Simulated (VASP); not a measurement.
A run of VASP 6.6.1 is set up as follows.

INCAR

```
  ALGO = Normal
  EDIFF = 1E-6
  ENCUT = 520
  GGA = PE
  ISIF = 2
  ISMEAR = 0
  ISYM = 0
  LASPH = True
  LCHARG = False
  LREAL = Auto
  LWAVE = False
  NBANDS = 61
  NELM = 60
  PREC = Accurate
  SIGMA = 0.1
```

The input KPOINTS:

```
Automatic mesh
0
Gamma
  2 2 2
  0.5 0.5 0.5
```

The input POSCAR:

```
Si15C7
1.0
    6.9859903674      0.5089749339     -0.3681182987
    0.5257388871      7.0026386823      0.2571011513
   -0.3496410377      0.2545791689      6.5427063186
Si C
15 7
Direct
    0.7936101884      1.0718662107      0.4705672545
    0.4554843548      0.8403890227      0.2128635656
    0.2021414447      0.2622813612      0.7664412064
    0.7783964100      0.2488290950      0.9049068103
    0.6556396364      0.6325028472      0.4974506044
    0.4167136339      0.4223387253      0.5101075079
    0.4371916658      0.0676006173      0.5529966480
    0.5372818421      0.7920080902      0.7957684329
    0.2505053219      0.2886367317      0.2238348254
    0.0973515770      0.5944506714      0.4687433791
    0.9996492073      1.0021966110      0.8092869829
    0.0499016318      0.9023376594      0.2977424582
    0.4882786714      0.5471888489      0.0448281755
    0.7800027443      0.3880875333      0.2611424305
    0.9271791585      0.5172621900      0.7649498124
    0.3817536014      0.3149192986      0.9924137775
    0.2709834769      0.0263532688      0.3174084368
    0.5548018124      0.9631079842      0.9982012124
    0.5483303227      0.1626562409      0.9653013410
    0.0206366404      0.8082164715      0.0295285822
    0.9950299081      0.6184470875      0.0234190499
    0.0203195886      0.4750811999      0.2140082005
```

Potentials or basis: VASP PAW PBE potentials, release 64 (Si, C).

Run with:

```sh
$ cat potpaw_PBE.64/Si/POTCAR potpaw_PBE.64/C/POTCAR > POTCAR
$ mpirun -np 1 vasp_std > vasp.out
```

Problem. Estimate the band gap on the k mesh.

Solution. 0.36 eV (least direct gap 0.56 eV).

Problem. Predict the largest force.

Solution. 0.080 eV/Å.

Forces in eV/Å, atoms in the order of the input:
```
Si   0.024  0.022  0.008
Si  -0.006 -0.003 -0.004
Si   0.003  0.006 -0.005
Si  -0.001  0.000 -0.003
Si   0.005 -0.026  0.007
Si   0.008  0.002  0.011
Si  -0.022  0.007 -0.009
Si   0.008 -0.030 -0.008
Si   0.012  0.006  0.006
Si   0.006 -0.008  0.019
Si  -0.012  0.011 -0.009
Si   0.008 -0.003 -0.005
Si  -0.008 -0.014 -0.023
Si   0.009  0.007  0.000
Si  -0.010 -0.011  0.002
C   -0.019  0.039  0.001
C   -0.007  0.000  0.018
C    0.015 -0.023  0.018
C   -0.004  0.024 -0.028
C    0.005  0.079  0.013
C    0.009 -0.056 -0.032
C   -0.025 -0.029  0.022
```

Caveat: semilocal functionals underestimate gaps, and a narrow one can read as zero.
